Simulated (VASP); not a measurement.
Here is a VASP 6.6.1 calculation.

The input INCAR:

```
ALGO = Normal
DIPOL = 0.5 0.5 0.362
EDIFF = 1E-6
EDIFFG = -0.025
ENCUT = 520
GGA = PE
IBRION = 2
IDIPOL = 3
ISIF = 2
ISMEAR = 0
LASPH = True
LCHARG = False
LDIPOL = True
LREAL = False
LWAVE = False
NELM = 100
NSW = 36
PREC = Accurate
SIGMA = 0.1
```

KPOINTS

```
k-points
0
Gamma
  8 8 1
```

The input POSCAR:

```
Ti4C
1.0
    3.2555055347      0.0000000000      0.0000000000
    0.0000000000      3.2555055347      0.0000000000
    0.0000000000      0.0000000000     20.1798089631
Ti C
4 1
Selective dynamics
Direct
    0.5000000000      0.5000000000      0.1982179320  F F F
    0.0000000000      0.0000000000      0.2788803788  F F F
    0.5000000000      0.5000000000      0.3551905195  F F F
    0.0000000000      0.0000000000      0.4301234456  F F F
    0.0000000000      0.0000000000      0.5470720255  F F T
```

Potentials or basis: VASP PAW PBE potentials, release 64 (Ti_sv, C).

Launch:

```console
$ cat potpaw_PBE.64/Ti_sv/POTCAR potpaw_PBE.64/C/POTCAR > POTCAR
$ mpirun -np 1 vasp_std > vasp.out
```

Problem. Predict the energy gained by relaxing.

Solution. 134.2 meV/atom.

Problem. Estimate the band gap on the k mesh.

Solution. Zero (bands 26 and 27 overlap by 0.92 eV).

The path:
```
step  energy change (eV)  largest force on free atoms (eV/Å)  pressure (GPa)
   1              0.0000                              2.0563           -3.25
   2             -0.2009                              1.9785           -3.05
   3             -0.6511                              0.6422           -1.87
   4             -0.6254                              1.1549           -0.77
   5             -0.6707                              0.1055           -1.53
   6             -0.6712                              0.0012           -1.46
```
